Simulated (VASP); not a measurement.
A run of VASP 6.6.1:

File INCAR:

```
SYSTEM = Si18C17
  PREC = Accurate
  ENCUT = 520
  EDIFF = 1E-7
  ISMEAR = 0
  SIGMA = 0.01
  LREAL = Auto
  LASPH = .TRUE.
  NELM = 60
  ALGO = Normal
  ISIF = 2
  LWAVE = .FALSE.
  LCHARG = .TRUE.
  GGA = PE
  LELF = .TRUE.
  LVHAR = .TRUE.
  NBANDS = 93
```

The input KPOINTS:

```
Automatic mesh
0
Gamma
  2 2 2
  0.5 0.5 0.5
```

POSCAR

```
Si18C17
1.0
    0.0000000000      5.3553911397      5.0742922929
   -4.6379047741     -2.6776955698      5.0742922929
    4.6379047741     -2.6776955698      5.0742922929
Si C
18 17
Direct
    0.3893157645      0.7229940681      0.3888100500
    0.7217630691      0.7220742714      0.0551212743
    0.3884398059      0.3890233682      0.7214862579
    0.3883886185      0.0554490889      0.0551198062
    0.7217378352      0.3889371657      0.3881730454
    0.0553323755      0.7221169164      0.7214572401
    0.0549030214      0.3886030278      0.0546424874
    0.7222973626      0.0559969922      0.7221505341
    0.0552599287      0.0554311343      0.3881807648
    0.4465765061      0.7802631241      0.7726818599
    0.7726694548      0.7801164022      0.4463623029
    0.4430987164      0.4450898286      0.1111844078
    0.4464356877      0.1063825180      0.4463604724
    0.7775649773      0.4448812265      0.7773371837
    0.1113948446      0.7768002313      0.1111755776
    0.1114635147      0.4451533279      0.4428391956
    0.7775232255      0.1112272872      0.1110160007
    0.1111983373      0.1112551140      0.7773444383
    0.8452232263      0.8479366103      0.1815858695
    0.5142817056      0.5154289721      0.8450192751
    0.5142381378      0.1789111825      0.1815813534
    0.8452642535      0.5153649003      0.5140565165
    0.1817398142      0.8479724809      0.8449984806
    0.1800009154      0.5137100054      0.1797444550
    0.8475545584      0.1812408498      0.8473778501
    0.1816766081      0.1789648465      0.5140702793
    0.2358374050      0.5695130742      0.5696086392
    0.5699266110      0.5693475989      0.2354465163
    0.2362835655      0.2364065637      0.9024445441
    0.2356640579      0.9036214489      0.2354523340
    0.5698504159      0.2363565281      0.5696465433
    0.9027112197      0.5699795468      0.9024226570
    0.9026875706      0.2363785594      0.2360200144
    0.5698651093      0.9035677123      0.9026329858
    0.9026476725      0.9035327698      0.5696538207
```

Potentials or basis: VASP PAW PBE potentials, release 64 (Si, C).

Command:

```console
$ cat potpaw_PBE.64/Si/POTCAR potpaw_PBE.64/C/POTCAR > POTCAR
$ mpirun -np 1 vasp_std > vasp.out
```

Hardware: 1 thread of Intel(R) Xeon(R) Platinum 8488C (Sapphire Rapids), with other jobs on the host.

Estimate the wall time of this run.

Run time: 3 min on 1 thread of Intel(R) Xeon(R) Platinum 8488C (Sapphire Rapids) (shared host), peak memory 0.43 GiB. Counts: scf iterations 16, k points 4.
